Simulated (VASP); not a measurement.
A run of VASP 6.6.1 is set up as follows.

The input INCAR:

```
PREC = Accurate
ENCUT = 700
EDIFF = 1E-6
ISMEAR = 0
SIGMA = 0.1
LREAL = F
LASPH = T
NELM = 120
ALGO = Normal
ISIF = 2
LWAVE = F
LCHARG = T
GGA = PS
LELF = T
LVHAR = T
NBANDS = 36
GGA_COMPAT = F
```

KPOINTS

```
regular mesh
0
Gamma
  12 12 8
```

Contents of POSCAR:

```
BiPt2C
1.0
    4.2751190903      0.0000000000      0.0000000000
   -2.1375595451      3.7023617364      0.0000000000
    0.0000000000      0.0000000000      4.9531477622
Bi Pt C
1 2 1
Direct
    0.3333333300      0.6666666700      0.0000000000
    0.0000000000      0.0000000000      0.2117877889
    0.0000000000      0.0000000000      0.7882122111
    0.6666666700      0.3333333300      0.5000000000
```

Potentials or basis: VASP PAW PBE potentials, release 64 (Bi_d, Pt_sv_GW, C).

Run with:

```bash
$ cat potpaw_PBE.64/Bi_d/POTCAR potpaw_PBE.64/Pt_sv_GW/POTCAR potpaw_PBE.64/C/POTCAR > POTCAR
$ mpirun -np 1 vasp_std > vasp.out
```

Question: What does it give for the largest force?

Answer: 16.346 eV/Å.

Question: What does it give for the pressure?

Answer: 18.6 GPa.

Forces in eV/Å, atoms in the order of the input:
```
Bi    0.000   0.000   0.000
Pt    0.000   0.000  16.346
Pt    0.000   0.000 -16.346
C     0.000   0.000   0.000
```

Caveat: the cell differs from its parent crystal (Pb replaced by C, lengths x 0.926, strained); the stress differs along the axes, from 0 to 55 GPa; the PAW data sets were made with another functional, which shifts forces and pressure a little.
